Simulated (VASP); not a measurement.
# CaO (Fm-3m) in VASP: further runs

CaO is run at these levels: r2SCAN; tasks: single point.

All numbers are computed with VASP 6.6.1; they aren't measurements. Logs are shortened: lines on timing, memory, paths and dates and some standing lists are left out, and cuts for length are marked.

### 1 The cell of the first run

Symmetry: Fm-3m, No. 225, cubic system. The conventional cell has a = 4.858 Å, b = 4.858 Å, c = 4.858 Å, α = 90.00°, β = 90.00°, γ = 90.00°. Ca (site symmetry m-3m) has 6 O at 2.43 Å within 3.2 Å. Within 3.2 Å of O (site symmetry m-3m) lie 6 Ca at 2.43 Å.

### 2 Single point, r2SCAN (volume scaled by 1.04)

POSCAR reads:

```
CaO
1.0
    0.0000000000      2.4289789091      2.4289789091
    2.4289789091      0.0000000000      2.4289789091
    2.4289789091      2.4289789091      0.0000000000
Ca O
1 1
Direct
    0.5000000000      0.5000000000      0.5000000000
    0.0000000000      0.0000000000      0.0000000000
```

INCAR.step1 reads:

```
SYSTEM = CaO
PREC     = Accurate       ! precision mode
ENCUT    = 520            ! plane-wave cutoff, eV
ISMEAR   = 0              ! smearing method
SIGMA    = 0.05           ! smearing width, eV
LREAL    = .FALSE.        ! projectors in reciprocal space
LASPH    = .TRUE.         ! aspherical terms in the spheres
NELM     = 60             ! most SCF steps
NBANDS   = 15             ! bands
GGA      = PE             ! functional
ALGO     = Normal         ! electronic algorithm
EDIFF    = 1E-4           ! SCF threshold, eV
LWAVE    = .TRUE.         ! write WAVECAR
LCHARG   = .FALSE.        ! write CHGCAR
```

INCAR.step2 reads:

```
SYSTEM = CaO
PREC     = Accurate       ! precision mode
ENCUT    = 520            ! plane-wave cutoff, eV
EDIFF    = 1E-7           ! SCF threshold, eV
ISMEAR   = 0              ! smearing method
SIGMA    = 0.05           ! smearing width, eV
LREAL    = .FALSE.        ! projectors in reciprocal space
LASPH    = .TRUE.         ! aspherical terms in the spheres
NELM     = 60             ! most SCF steps
ALGO     = Normal         ! electronic algorithm
ISIF     = 2              ! what is computed and relaxed
LWAVE    = .FALSE.        ! write WAVECAR
LCHARG   = .TRUE.         ! write CHGCAR
METAGGA  = R2SCAN         ! meta-GGA
LMIXTAU  = .TRUE.       
LELF     = .TRUE.         ! ELF
LVHAR    = .TRUE.       
NBANDS   = 15             ! bands
ISTART   = 1
```

KPOINTS reads:

```
regular mesh
0
G
  8 8 8
  0 0 0
```

Potentials or basis: VASP PAW PBE potentials, release 64 (Ca_sv, O).

The run is started by

```console
$ cat potpaw_PBE.64/Ca_sv/POTCAR potpaw_PBE.64/O/POTCAR > POTCAR
$ cp INCAR.step1 INCAR
$ mpirun -np 1 vasp_std > vasp.out
$ cp INCAR.step2 INCAR
$ mpirun -np 1 vasp_std > vasp.out
```

OUTCAR:

```text
SYSTEM = CaO
   PREC = Accurate
   ENCUT = 520
   EDIFF = 1E-7
   ISMEAR = 0
   LREAL = .FALSE.
   LASPH = .TRUE.
   NELM = 60
   ISIF = 2
   METAGGA = R2SCAN
   ISTART = 1

 ion  position               nearest neighbor table
   1  0.500  0.500  0.500-   2 2.43   2 2.43   2 2.43   2 2.43   2 2.43   2 2.43
   2  0.000  0.000  0.000-   1 2.43   1 2.43   1 2.43   1 2.43   1 2.43   1 2.43

  LATTYP: Found a face centered cubic cell.
 ALAT       =     4.8579578182

  Lattice vectors:

 A1 = (   0.0000000000,   2.4289789091,   2.4289789091)
 A2 = (   2.4289789091,   0.0000000000,   2.4289789091)
 A3 = (   2.4289789091,   2.4289789091,   0.0000000000)

Analysis of symmetry for initial positions (statically):
=====================================================================
 Subroutine PRICEL returns:
 Original cell was already a primitive cell.

 Routine SETGRP: Setting up the symmetry group for a
 face centered cubic supercell.

 Subroutine GETGRP returns: Found 48 space group operations
 (whereof 48 operations were pure point group operations)
 out of a pool of 48 trial point group operations.

The static configuration has the point symmetry O_h .

Analysis of symmetry for dynamics (positions and initial velocities):
=====================================================================
 Subroutine PRICEL returns:
 Original cell was already a primitive cell.

 Routine SETGRP: Setting up the symmetry group for a
 face centered cubic supercell.

 Subroutine GETGRP returns: Found 48 space group operations
 (whereof 48 operations were pure point group operations)
 out of a pool of 48 trial point group operations.

The dynamic configuration has the point symmetry O_h .

 Subroutine INISYM returns: Found 48 space group operations
 (whereof 48 operations are pure point group operations),
 and found     1 'primitive' translations

----------------------------------------------------------------------------------------

                                     Primitive cell

  volume of cell :      28.6617

  direct lattice vectors                    reciprocal lattice vectors
     0.000000000  2.428978909  2.428978909    -0.205847815  0.205847815  0.205847815
     2.428978909  0.000000000  2.428978909     0.205847815 -0.205847815  0.205847815
     2.428978909  2.428978909  0.000000000     0.205847815  0.205847815 -0.205847815

  length of vectors
     3.435094916  3.435094916  3.435094916     0.356538873  0.356538873  0.356538873

  position of ions in fractional coordinates (direct lattice)
     0.500000000  0.500000000  0.500000000
     0.000000000  0.000000000  0.000000000

  ion indices of the primitive-cell ions
   primitive index   ion index
                 1           1
                 2           2

----------------------------------------------------------------------------------------

 KPOINTS: regular mesh

Automatic generation of k-mesh.
 Grid dimensions read from file:
 generate k-points for:    8    8    8

 Generating k-lattice:

  Cartesian coordinates                     Fractional coordinates (reciprocal lattice)
    -0.025730977  0.025730977  0.025730977     0.125000000  0.000000000  0.000000000
     0.025730977 -0.025730977  0.025730977     0.000000000  0.125000000  0.000000000
     0.025730977  0.025730977 -0.025730977     0.000000000  0.000000000  0.125000000

  Length of vectors
     0.044567359  0.044567359  0.044567359

  Shift w.r.t. Gamma in fractional coordinates (k-lattice)
     0.000000000  0.000000000  0.000000000

 Subroutine IBZKPT returns following result:
 ===========================================

 Found     29 irreducible k-points:

 Following reciprocal coordinates:
            Coordinates               Weight
  0.000000  0.000000  0.000000      1.000000
  0.125000  0.000000  0.000000      8.000000
  0.250000  0.000000  0.000000      8.000000
  0.375000  0.000000  0.000000      8.000000
  0.500000  0.000000  0.000000      4.000000
  0.125000  0.125000  0.000000      6.000000
[... 16 lines left out ...]
  0.500000  0.250000  0.125000     48.000000
 -0.375000  0.250000  0.125000     24.000000
 [... further k-points ...]
   k-points           NKPTS =     29   k-points in BZ     NKDIM =     29   number of bands    NBANDS=     15
   number of dos      NEDOS =    301   number of ions     NIONS =      2
   total plane-waves  NPLWV =  21952
   dimension x,y,z NGX =    28 NGY =   28 NGZ =   28
   dimension x,y,z NGXF=    56 NGYF=   56 NGZF=   56
   ions per type =               1   1
   NGX,Y,Z   is equivalent  to a cutoff of  13.55, 13.55, 13.55 a.u.
   NGXF,Y,Z  is equivalent  to a cutoff of  27.10, 27.10, 27.10 a.u.
 SYSTEM =  CaO
   PREC   = accura    normal or accurate (medium, high low for compatibility)
   ISTART =      1    job   : 0-new  1-cont  2-samecut
   ICHARG =      0    charge: 1-file 2-atom 10-const
   ISPIN  =      1    spin polarized calculation?
   LNONCOLLINEAR =      F non collinear calculations
   LSORBIT =      F    spin-orbit coupling
   LASPH  =      T    aspherical Exc in radial PAW
   ENCUT  =  520.0 eV  38.22 Ry    6.18 a.u.   6.39  6.39  6.39*2*pi/ulx,y,z
   NELM   =     60;   NELMIN=  2; NELMDL=  0     # of ELM steps
   EDIFF  = 0.1E-06   stopping-criterion for ELM
   LREAL  =      F    real-space projection
   EDIFFG = 0.1E-05   stopping-criterion for IOM
   NSW    =      0    number of steps for IOM
   IBRION =     -1    ionic relax: 0-MD 1-quasi-New 2-CG
   NFREE  =      0    steps in history (QN), initial steepest desc. (CG)
   ISIF   =      2    stress and relaxation
   ISYM   =      2    0-nonsym 1-usesym 2-fastsym
   POTIM  = 0.5000    time-step for ionic-motion
   TEBEG  =    0.0;   TEEND  =   0.0 temperature during run
   PSTRESS=    0.0 pullay stress
   NELECT =      16.0000    total number of electrons
   NUPDOWN=      -1.0000    fix difference up-down
   EMIN   =  10.00;   EMAX   =-10.00  energy-range for DOS
   EFERMI =   0.00;   METHOD = LEGACY
   ISMEAR =     0;   SIGMA  =   0.05  broadening in eV -4-tet -1-fermi 0-gaus
   EFERMI_NEDOS =   21; number of points for ismear=-14 and -15
   IALGO  =     38    algorithm
   IMIX   =      4    mixing-type and parameters
     AMIX     =   0.40;   BMIX     =  1.00
     AMIX_MAG =   1.60;   BMIX_MAG =  1.00
  volume/ion in A,a.u.               =      14.33        96.71
  Fermi-wavevector in a.u.,A,eV,Ry     =   1.347973  2.547299 24.722198  1.817030
  Thomas-Fermi vector in A             =   2.475680
   LORBIT       =      0    0 simple, 1 ext, 2 COOP (PROOUT), +10 PAW based schemes
   METAGGA = R2SCAN    functional components
   LHFCALC =     F    Hartree Fock is set to
   AEXX    =    0.0000 exact exchange contribution
   IVDW    =     0    specifies the selected vdW correction
   LEPSILON=     F    determine dielectric tensor
   LRPA    =     F    only Hartree local field effects (RPA)
 non-spin polarized calculation
 Gauss-broadening in eV      SIGMA  =   0.05
  energy-cutoff  :      520.00
  volume of cell :       28.66
 maximum number of plane-waves:       784
 NGX is ok and might be reduce to    28
   NGX = 13   NGY = 13   NGZ = 13

 number of electron      16.0000002 magnetization

 Free energy of the ion-electron system (eV)
  ---------------------------------------------------
  ext. energy  EPLUGINS =         0.00000000
  ---------------------------------------------------
  free energy    TOTEN  =       -19.44613902 eV

  energy without entropy =      -19.44613902  energy(sigma->0) =      -19.44613902

 E-fermi :   2.0476     XC(G=0): -10.9063

 val. band max:        1.8392146636   @ k =   0.0000   0.0000   0.0000
 cond. band min:       6.0334393606   @ k =   0.5000   0.5000   0.0000
 fundamental gap:      4.1942246970
 Fermi energy:         2.0476489735

 k-point     1 :       0.0000    0.0000    0.0000
  band No.  band energies     occupation
      1     -37.3551      2.00000
      2     -17.2680      2.00000
      3     -17.2680      2.00000
      4     -17.2680      2.00000
      5     -14.5729      2.00000
      6       1.8392      2.00000
      7       1.8392      2.00000
      8       1.8392      2.00000
      9       7.0019      0.00000
     10       8.6098      0.00000
     11       8.6098      0.00000
     12       8.6098      0.00000
     13      10.1506      0.00000
     14      10.1506      0.00000
     15      17.3991      0.00000

 k-point     2 :       0.1250    0.0000    0.0000
  band No.  band energies     occupation
      1     -37.3424      2.00000
      2     -17.4698      2.00000
      3     -17.2749      2.00000
      4     -17.2749      2.00000
      5     -14.3610      2.00000
      6       1.3356      2.00000
      7       1.6439      2.00000
      8       1.6439      2.00000
      9       7.6751      0.00000
     10       8.5621      0.00000
     11       8.8699      0.00000
     12       8.8699      0.00000
     13      10.5035      0.00000
     14      10.5035      0.00000
     15      17.9623      0.00000

 k-point     3 :       0.2500    0.0000    0.0000
  band No.  band energies     occupation
      1     -37.3115      2.00000
      2     -17.8715      2.00000
      3     -17.2915      2.00000
      4     -17.2915      2.00000
      5     -13.9320      2.00000
      6       0.3760      2.00000
      7       1.2203      2.00000
      8       1.2203      2.00000
      9       8.6155      0.00000
     10       9.1378      0.00000
     11       9.5527      0.00000
     12       9.5528      0.00000
     13      11.3600      0.00000
     14      11.3600      0.00000
     15      18.2497      0.00000

 k-point     4 :       0.3750    0.0000    0.0000
  band No.  band energies     occupation
      1     -37.2804      2.00000
      2     -18.2030      2.00000
      3     -17.3079      2.00000
      4     -17.3078      2.00000
      5     -13.5707      2.00000
      6      -0.4014      2.00000
      7       0.8477      2.00000
      8       0.8477      2.00000
      9       9.0526      0.00000
     10      10.3411      0.00000
     11      10.3411      0.00000
     12      10.3793      0.00000
     13      12.2980      0.00000
     14      12.2980      0.00000
     15      17.1775      0.00000
[... 307 lines left out ...]
 k-point    22 :       0.3750    0.2500    0.1250
  band No.  band energies     occupation
      1     -37.2890      2.00000
      2     -17.9044      2.00000
      3     -17.4089      2.00000
      4     -17.3232      2.00000
      5     -13.8914      2.00000
      6       0.0931      2.00000
      7       1.1024      2.00000
      8       1.3443      2.00000
      9       7.7474      0.00000
     10       9.4249      0.00000
     11      10.2322      0.00000
     12      10.5467      0.00000
     13      11.3475      0.00000
     14      12.5239      0.00000
     15      18.7083      0.00000

 k-point    23 :       0.5000    0.2500    0.1250
  band No.  band energies     occupation
      1     -37.2643      2.00000
      2     -18.0474      2.00000
      3     -17.4658      2.00000
      4     -17.3562      2.00000
      5     -13.7536      2.00000
      6      -0.0870      2.00000
      7       0.8211      2.00000
      8       1.0297      2.00000
      9       8.2353      0.00000
     10       9.8240      0.00000
     11      10.8130      0.00000
     12      10.9111      0.00000
     13      12.2678      0.00000
     14      13.4531      0.00000
     15      17.2046      0.00000

 k-point    24 :      -0.3750    0.2500    0.1250
  band No.  band energies     occupation
      1     -37.2541      2.00000
      2     -18.1049      2.00000
      3     -17.4785      2.00000
      4     -17.3792      2.00000
      5     -13.7004      2.00000
      6      -0.1359      2.00000
      7       0.7521      2.00000
      8       0.8321      2.00000
      9       9.0895      0.00000
     10       9.1752      0.00000
     11      11.0994      0.00000
     12      11.2638      0.00000
     13      12.5555      0.00000
     14      14.2521      0.00000
     15      16.2860      0.00000

 [... further k-points ...]
[... 5 lines left out ...]
  --------------------------------------------------------------------------------------
  -------------------------------------------------------------------------------------
  Total       -0.5912540     -0.5912540     -0.5912540     -0.0000000     -0.0000000      0.0000000
  in kB      -33.0509104    -33.0509104    -33.0509104     -0.0000000     -0.0000000      0.0000000
  external PRESSURE =     -33.0509104 kB  Pullay stress =       0.0000000 kB

 VOLUME and BASIS-vectors are now :
 -----------------------------------------------------------------------------
  energy-cutoff  :      520.00
  volume of cell :       28.66
      direct lattice vectors                 reciprocal lattice vectors
     0.000000000  2.428978909  2.428978909    -0.205847815  0.205847815  0.205847815
     2.428978909  0.000000000  2.428978909     0.205847815 -0.205847815  0.205847815
     2.428978909  2.428978909  0.000000000     0.205847815  0.205847815 -0.205847815

 POSITION                                       TOTAL-FORCE (eV/Angst)
 -----------------------------------------------------------------------------------
      2.42898      2.42898      2.42898         0.000000     -0.000000      0.000000
      0.00000      0.00000      0.00000        -0.000000      0.000000     -0.000000
 -----------------------------------------------------------------------------------
    total drift:                                0.000000      0.000000      0.000000

  FREE ENERGIE OF THE ION-ELECTRON SYSTEM (eV)
  ---------------------------------------------------
  free  energy   TOTEN  =       -19.4461390188 eV

  energy  without entropy=      -19.4461390188  energy(sigma->0) =      -19.44613902
```

Run time: 66 s. Hardware: 1 thread of Intel Xeon Platinum 8259CL at 2.50GHz (Skylake/Cascade Lake), shared host; peak memory 0.17 GiB.

What came out:

```yaml
Free_energy: -19.4461 eV
Pressure: -3.3 GPa
Band_gap_on_the_k_mesh: 4.19 eV, indirect (least direct gap 4.57 eV)
```

Caveat: the PAW data sets were made with another functional, which shifts forces and pressure a little.

[end of part 1 of 2]
